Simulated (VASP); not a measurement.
Wanted: the native input for a VASP 6.6.1 run.

| Item | Value |
| --- | --- |
| Task | single point |
| Functional | PBE |
| Potentials or basis | VASP PAW PBE potentials, release 64 (Ti_sv) |
| Cutoff | 520 eV |
| k mesh | 11 × 11 × 6 |
| Occupations | fermi-dirac, width 0.1 eV |
| Spin | no spin polarisation |
| Dipole correction | no |
| Further INCAR settings | ALGO = Normal; EDIFF = 1e-07; NBANDS = 19 |

The structure of Ti lies in POSCAR:

```
Ti
1.0
    3.0078578261      0.0000000000      0.0000000000
   -1.5039289131      2.6048812872      0.0000000000
    0.0000000000      0.0000000000      4.7717880089
Ti
2
Direct
    0.3333333333      0.6666666667      0.2500000000
    0.6666666667      0.3333333333      0.7500000000
```

The input as run:

INCAR

```
PREC     = Accurate       # precision mode
ENCUT    = 520            # plane-wave cutoff, eV
EDIFF    = 1E-7           # SCF threshold, eV
ISMEAR   = -1             # smearing method
SIGMA    = 0.1            # smearing width, eV
LREAL    = False          # projectors in reciprocal space
LASPH    = True           # aspherical terms in the spheres
NELM     = 60             # most SCF steps
ALGO     = Normal         # electronic algorithm
ISIF     = 2              # what is computed and relaxed
LWAVE    = False          # write WAVECAR
LCHARG   = True           # write CHGCAR
GGA      = PE             # functional
LELF     = True           # ELF
LVHAR    = True         
NBANDS   = 19             # bands
```

KPOINTS

```
regular mesh
0
Gamma
  11 11 6
```

Potentials or basis: VASP PAW PBE potentials, release 64 (Ti_sv).

Command:

```console
$ cat potpaw_PBE.64/Ti_sv/POTCAR > POTCAR
$ mpirun -np 1 vasp_std > vasp.out
```

Results of the run:

```
Pressure               : -7.1 GPa
Band gap on the k mesh : zero (band 12 reaches 8.31 eV, above the bottom of band 13 at 7.32 eV)
```

It took 18 s on 1 thread of Intel(R) Xeon(R) 6975P-C (Granite Rapids), with other jobs on the host, peak memory 0.17 GiB.
